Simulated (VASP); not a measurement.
# Ge (Imma) in VASP: notebook, part 2 of 2

VASP 6.6.1.

## 3. Single point, PBEsol

The input, INCAR:

```
SYSTEM = Ge
ALGO = Normal ; EDIFF = 1E-6
ENCUT = 520 ; GGA = PS
ISIF = 2 ; ISMEAR = 1
LASPH = .True. ; LCHARG = .False.
LREAL = .False. ; LWAVE = .False.
NBANDS = 21 ; NELM = 60
PREC = Accurate ; SIGMA = 0.15
```

The input, KPOINTS:

```
k-points
0
Gamma
  13 13 13
  0 0 0
```

The input, POSCAR:

```
Ge
1.0
   -2.4958980000      2.6508630000      1.4369470000
    2.4958980000     -2.6508630000      1.4369470000
    2.4958980000      2.6508630000     -1.4369470000
Ge
2
Direct
    0.1859430000      0.9359430000      0.2500000000
    0.8140570000      0.0640570000      0.7500000000
```

Potentials or basis: VASP PAW PBE potentials, release 64 (Ge_d).

On the command line:

```
$ cat potpaw_PBE.64/Ge_d/POTCAR > POTCAR
$ mpirun -np 1 vasp_std > vasp.out
```

OUTCAR:

```text
SYSTEM = Ge
   EDIFF = 1E-6
   ENCUT = 520
   GGA = PS
   ISIF = 2
   ISMEAR = 1
   LASPH = .True.
   LREAL = .False.
   NELM = 60
   PREC = Accurate

 ion  position               nearest neighbor table
   1  0.186  0.936  0.250-   2 2.68   2 2.68   2 2.72   2 2.72
   2  0.814  0.064  0.750-   1 2.68   1 2.68   1 2.72   1 2.72

  LATTYP: Found a body centered orthorhombic cell.
 ALAT       =     2.8738940000
 B/A-ratio  =     1.7369450648
 C/A-ratio  =     1.8447882907

  Lattice vectors:

 A1 = (   2.4958980000,  -2.6508630000,   1.4369470000)
 A2 = (  -2.4958980000,  -2.6508630000,  -1.4369470000)
 A3 = (   2.4958980000,   2.6508630000,  -1.4369470000)

Analysis of symmetry for initial positions (statically):
=====================================================================
 Subroutine PRICEL returns:
 Original cell was already a primitive cell.

 Routine SETGRP: Setting up the symmetry group for a
 body centered orthorhombic supercell.

 Subroutine GETGRP returns: Found  8 space group operations
 (whereof  4 operations were pure point group operations)
 out of a pool of  8 trial point group operations.

The static configuration has the point symmetry C_2h.
 The point group associated with its full space group is D_2h.

Analysis of symmetry for dynamics (positions and initial velocities):
=====================================================================
 Subroutine PRICEL returns:
 Original cell was already a primitive cell.

 Routine SETGRP: Setting up the symmetry group for a
 body centered orthorhombic supercell.

 Subroutine GETGRP returns: Found  8 space group operations
 (whereof  4 operations were pure point group operations)
 out of a pool of  8 trial point group operations.

The dynamic configuration has the point symmetry C_2h.
 The point group associated with its full space group is D_2h.

 Subroutine INISYM returns: Found  8 space group operations
[... 113 lines left out ...]
   EFERMI_NEDOS =   21; number of points for ismear=-14 and -15
   IALGO  =     38    algorithm
   IMIX   =      4    mixing-type and parameters
     AMIX     =   0.40;   BMIX     =  1.00
     AMIX_MAG =   1.60;   BMIX_MAG =  1.00
  volume/ion in A,a.u.               =      19.01       128.32
  Fermi-wavevector in a.u.,A,eV,Ry     =   1.478277  2.793539 29.732860  2.185304
  Thomas-Fermi vector in A             =   2.592578
   LORBIT       =      0    0 simple, 1 ext, 2 COOP (PROOUT), +10 PAW based schemes
   GGA     = PS    functional components
   LHFCALC =     F    Hartree Fock is set to
   AEXX    =    0.0000 exact exchange contribution
   IVDW    =     0    specifies the selected vdW correction
   LEPSILON=     F    determine dielectric tensor
   LRPA    =     F    only Hartree local field effects (RPA)
 non-spin polarized calculation
 Methfessel and Paxton  Order N= 1 SIGMA  =   0.15
  energy-cutoff  :      520.00
  volume of cell :       38.03
 maximum number of plane-waves:      1044
 NGX is ok and might be reduce to    30
   NGX = 15   NGY = 15   NGZ = 15

 number of electron      28.0000014 magnetization

 Free energy of the ion-electron system (eV)
  ---------------------------------------------------
  ext. energy  EPLUGINS =         0.00000000
  ---------------------------------------------------
  free energy    TOTEN  =        -9.51680711 eV

  energy without entropy =       -9.51761298  energy(sigma->0) =       -9.51707573

 E-fermi :   6.3670     XC(G=0): -11.3400

 val. band max:        6.3630363137   @ k =  -0.2308  -0.1538   0.0769
 cond. band min:       6.3907856372   @ k =  -0.1538   0.1538   0.0769
 fundamental gap:      0.0277493235
 Fermi energy:         6.3669699260

 k-point     1 :       0.0000    0.0000    0.0000
  band No.  band energies     occupation
      1     -18.2836      2.00000
      2     -18.2048      2.00000
      3     -18.2029      2.00000
      4     -18.2018      2.00000
      5     -18.1666      2.00000
      6     -18.1294      2.00000
[... 565 lines left out ...]
     20      14.7964      0.00000
     21      17.9188      0.00000

 [... further k-points ...]

------------------------ aborting loop because EDIFF is reached ----------------------------------------

  FORCE on cell =-STRESS in cart. coord.  units (eV):
  Direction    XX          YY          ZZ          XY          YZ          ZX
  --------------------------------------------------------------------------------------
  -------------------------------------------------------------------------------------
  Total       -0.5163737     -0.8934698     -0.4928843      0.0000000      0.0000000      0.0000000
  in kB      -21.7550365    -37.6422521    -20.7654207      0.0000000      0.0000000      0.0000000
  external PRESSURE =     -26.7209031 kB  Pullay stress =       0.0000000 kB

 VOLUME and BASIS-vectors are now :
 -----------------------------------------------------------------------------
  energy-cutoff  :      520.00
  volume of cell :       38.03
      direct lattice vectors                 reciprocal lattice vectors
    -2.495898000  2.650863000  1.436947000     0.000000000  0.188617820  0.347959946
     2.495898000 -2.650863000  1.436947000     0.200328699  0.000000000  0.347959946
     2.495898000  2.650863000 -1.436947000     0.200328699  0.188617820  0.000000000

 POSITION                                       TOTAL-FORCE (eV/Angst)
 -----------------------------------------------------------------------------------
      2.49590     -1.32543      1.25285        -0.000000     -0.000000     -0.062051
      0.00000      3.97629      0.18409         0.000000      0.000000      0.062051
 -----------------------------------------------------------------------------------
    total drift:                                0.000000      0.000000     -0.000000

  FREE ENERGIE OF THE ION-ELECTRON SYSTEM (eV)
  ---------------------------------------------------
  free  energy   TOTEN  =        -9.5168071088 eV

  energy  without entropy=       -9.5176129772  energy(sigma->0) =       -9.51707573
```

OSZICAR:

```text
N       E                     dE             d eps       ncg     rms          rms(c)
DAV:   1     0.173256698674E+03    0.17326E+03   -0.14207E+04 16505   0.378E+03
DAV:   2     0.142630210469E+02   -0.15899E+03   -0.15431E+03 14481   0.589E+02
DAV:   3    -0.889087659296E+01   -0.23154E+02   -0.22967E+02 16434   0.132E+02
DAV:   4    -0.954930903913E+01   -0.65843E+00   -0.65800E+00 16141   0.259E+01
DAV:   5    -0.955908490732E+01   -0.97759E-02   -0.97756E-02 16429   0.345E+00    0.205E+00
DAV:   6    -0.952845622508E+01    0.30629E-01   -0.33286E-02 19681   0.318E+00    0.111E+00
DAV:   7    -0.951729420173E+01    0.11162E-01   -0.17910E-02 19660   0.205E+00    0.134E-01
DAV:   8    -0.951680270017E+01    0.49150E-03   -0.23765E-03 17605   0.879E-01    0.423E-02
DAV:   9    -0.951680678462E+01   -0.40844E-05   -0.59751E-05 17593   0.960E-02    0.992E-03
DAV:  10    -0.951680710879E+01   -0.32417E-06   -0.29962E-06 14940   0.210E-02
   1 F= -.95168071E+01 E0= -.95170757E+01  d E =0.805868E-03
```

stdout:

```text
POSCAR found type information on POSCAR Ge
 POSCAR found :  1 types and       2 ions
 scaLAPACK will be used
 -----------------------------------------------------------------------------
|                                                                             |
|                                                                             |
|     You enforced a specific xc type in the INCAR file but a different       |
|     I HOPE YOU KNOW WHAT YOU ARE DOING!                                     |
|                                                                             |
 -----------------------------------------------------------------------------

 LDA part: xc-table for (Slater+PW92), standard interpolation
 POSCAR, INCAR and KPOINTS ok, starting setup
 FFT: planning ... GRIDC
 FFT: planning ... GRID_SOFT
 FFT: planning ... GRID
 WAVECAR not read
 entering main loop
```

Run time: 7 min. Hardware: 1 thread of Intel Xeon 8259CL, shared host; peak memory 0.33 GiB.

Results:

```yaml
Free_energy: -9.5168 eV
Pressure: -2.7 GPa
Largest_force: 0.062 eV/Å
Band_gap_on_the_k_mesh: zero (bands 14 and 15 overlap by 5.47 eV)
```

Forces on the atoms (eV/Å):
```
Ge   0.000  0.000 -0.062
Ge   0.000  0.000  0.062
```

Caveat: the PAW data sets were made with another functional, which shifts forces and pressure a little.

The gap in the log of VASP goes by the Fermi energy; the results here count the filled bands.